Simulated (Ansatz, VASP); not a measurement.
**One calculation of Rh, two programs**

File INCAR:

```
ALGO     = Fast           # electronic algorithm
EDIFF    = 1E-6           # SCF threshold, eV
ENCUT    = 520            # plane-wave cutoff, eV
GGA      = PS             # functional
ISIF     = 2              # what is computed and relaxed
ISMEAR   = 0              # smearing method
LASPH    = T              # aspherical terms in the spheres
LCHARG   = F              # write CHGCAR
LREAL    = F              # projectors in reciprocal space
LWAVE    = F              # write WAVECAR
NBANDS   = 22             # bands
NELM     = 60             # most SCF steps
PREC     = Accurate       # precision mode
SIGMA    = 0.15           # smearing width, eV
```

KPOINTS

```
k-points
0
Gamma
  18 18 12
```

The input POSCAR:

```
Rh
1.0
    2.7719437279      0.0000000000      0.0000000000
   -1.3859718639      2.4005736862      0.0000000000
    0.0000000000      0.0000000000      4.5613436700
Rh
2
Direct
    0.6666666667      0.3333333333      0.7500000000
    0.3333333333      0.6666666667      0.2500000000
```

Input for Ansatz:

```yaml
crystal:
  lattice:
    - [2.7719437279, 0.0, 0.0]
    - [-1.3859718639, 2.4005736862, 0.0]
    - [0.0, 0.0, 4.56134367]
  atoms:
    - { symbol: Rh, position: [0.6666666667, 0.3333333333, 0.75] }
    - { symbol: Rh, position: [0.3333333333, 0.6666666667, 0.25] }
basis:
  ecutwfc: 420
kpoints:
  mp_grid: { grid: [18, 18, 12] }
hamiltonian:
  xc: pbesol
scf:
  occupations: { method: gaussian, width: 0.15 }
output:
  forces: true
  stress: true
  eigenvalues: true
```

Change from the starting cell: strain +0.015 along x and y, +0.030 along z, atoms carried along.

Alike in both runs: task single point; functional PBEsol; k mesh 18 × 18 × 12; occupations gaussian, width 0.15 eV; no spin polarisation.

```csv
,VASP,Ansatz
version,VASP 6.6.1,Ansatz 0.2.0
potentials or method,"VASP PAW PBE potentials, release 64 (Rh_pv), cutoff 520 eV","scalar-relativistic, plane waves, PAW"
valence electrons in the cell,30,34
```

Ansatz gave:

| Property | Result |
| --- | --- |
| gap on the k mesh at the Fermi level (eV) | none |
| pressure (GPa) | -24.6 |
| traceless stress, the component that is largest in VASP (GPa) | -2.77 |

Problem. Which values does VASP return?

Solution. gap on the k mesh at the Fermi level (eV): none; pressure (GPa): -24.6; traceless stress, the component that is largest in VASP (GPa): -2.76.

VASP's potentials were made for PBE, not for PBEsol. A gap of «none» marks a metal or a gap that the smearing closes. The functional is the same, so the differences come from potentials, cutoffs and numerics. VASP's potentials hold 30 valence electrons a cell and Ansatz's 34, so a difference there can come from the potentials and not from the codes.
